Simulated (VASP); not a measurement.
Here is a VASP 6.6.1 calculation.

The input INCAR:

```
PREC = Accurate
ENCUT = 600
EDIFF = 1E-7
ISMEAR = 0
SIGMA = 0.1
LREAL = False
LASPH = True
NELM = 150
ALGO = Normal
ISIF = 3
LWAVE = False
LCHARG = False
ISPIN = 2
MAGMOM = 1.6 0.32
LORBIT = 11
LMAXMIX = 4
GGA = PE
IBRION = 2
NSW = 70
EDIFFG = -0.008
PSTRESS = 20.0
```

Contents of KPOINTS:

```
Automatic mesh
0
Gamma
  18 18 18
```

File POSCAR:

```
NiO
1.0
    0.0000000000      2.0947628678      2.0947628678
    2.0947628678      0.0000000000      2.0947628678
    2.0947628678      2.0947628678      0.0000000000
Ni O
1 1
Direct
    0.0000000000      0.0000000000      0.0000000000
    0.5000000000      0.5000000000      0.5000000000
```

Potentials or basis: VASP PAW PBE potentials, release 64 (Ni, O).

The run is started by

```console
$ cat potpaw_PBE.64/Ni/POTCAR potpaw_PBE.64/O/POTCAR > POTCAR
$ mpirun -np 1 vasp_std > vasp.out
```

Problem. What does it give for the site moments?

Solution. Ni +1.43; O +0.26 μB.

Problem. Estimate the relaxed cell.

Solution. a = 2.966 Å, b = 2.966 Å, c = 2.966 Å, α = 60.00°, β = 60.00°, γ = 60.00°.

Final structure:
```xyz
2
Lattice="0.0000 2.0973 2.0973 2.0973 0.0000 2.0973 2.0973 2.0973 0.0000" Properties=species:S:1:pos:R:3 pbc="T T T"
Ni    0.0000    0.0000    0.0000
O     2.0973    2.0973    2.0973
```

Caveat: a cell with one magnetic atom can't hold antiferromagnetic order, which such compounds often take.
